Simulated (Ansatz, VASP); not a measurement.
# Two plane-wave programs on In2O3

```
CELL_PARAMETERS angstrom
2.72509 1.57333 4.80420
-2.72509 1.57333 4.80420
0.00000 -3.14666 4.80420
ATOMIC_POSITIONS crystal
In 0.35819 0.35819 0.35819
In 0.14181 0.14181 0.14181
In 0.64181 0.64181 0.64181
In 0.85819 0.85819 0.85819
O 0.54532 0.95468 0.25000
O 0.25000 0.54532 0.95468
O 0.95468 0.25000 0.54532
O 0.45468 0.04532 0.75000
O 0.75000 0.45468 0.04532
O 0.04532 0.75000 0.45468
```

Change from the starting cell: volume scaled by 0.98, ions relaxed.

Alike in both runs: functional PBE; k mesh 7 × 7 × 7; occupations fermi-dirac, width 0.02 eV; no spin polarisation.

Ansatz relaxed the structure, and its values are those at the end. VASP's run is a single point on that final structure, the one shown.

|  | VASP | Ansatz |
| --- | --- | --- |
| version | VASP 6.6.1 | Ansatz 0.2.0 |
| potentials or method | VASP PAW PBE potentials, release 64 (In_d, O) | plane-wave PAW, scalar-relativistic |
| plane-wave cutoff (eV) | 520 | 420 |
| valence electrons in the cell | 88 | 88 |

```csv
,VASP,Ansatz,Ansatz less VASP
gap on the k mesh at the Fermi level (eV),1.42,1.42,+0.008
pressure (GPa),12.9,12.4,-0.56
rms of the force components (eV/Å),0.004,0.006,+0.0023
```

The functional is the same, so the differences come from potentials, cutoffs and numerics. Ansatz's warnings: stress scf threshold loose.
